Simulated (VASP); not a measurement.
Ta, 2 atoms in the cell. The structure is orthorhombic, space group Fmmm (No. 69). Conventional cell: a = 3.111 Å, b = 4.731 Å, c = 10.032 Å, α = 90.00°, β = 90.00°, γ = 90.00°. Ta (site symmetry mm2) has 11 Ta at 2.71 to 3.30 Å within 3.6 Å. 

```yaml
Program: VASP 6.6.1
Task: single point
Functional: PBEsol
Potentials_or_basis: VASP PAW PBE potentials, release 64 (Ta_pv)
Cutoff: 520 eV
k_mesh: 22 × 22 × 22
Occupations: gaussian, width 0.1 eV
Spin: no spin polarisation
Dipole_correction: no
Further_INCAR_settings: ALGO = Normal; EDIFF = 1e-06; NBANDS = 18
```

Potentials or basis: VASP PAW PBE potentials, release 64 (Ta_pv).

The run is started by

```sh
$ cat potpaw_PBE.64/Ta_pv/POTCAR > POTCAR
$ mpirun -np 1 vasp_std > vasp.out
```

Hardware: 1 thread of Intel(R) Xeon(R) Platinum 8259CL CPU @ 2.50GHz (Skylake/Cascade Lake), on a shared host.

Question: Estimate the wall time of this run.

Answer: It took 19 min on 1 thread of Intel(R) Xeon(R) Platinum 8259CL CPU @ 2.50GHz (Skylake/Cascade Lake) (shared host), peak memory 0.88 GiB. Counts: scf iterations 12, k points 1530.
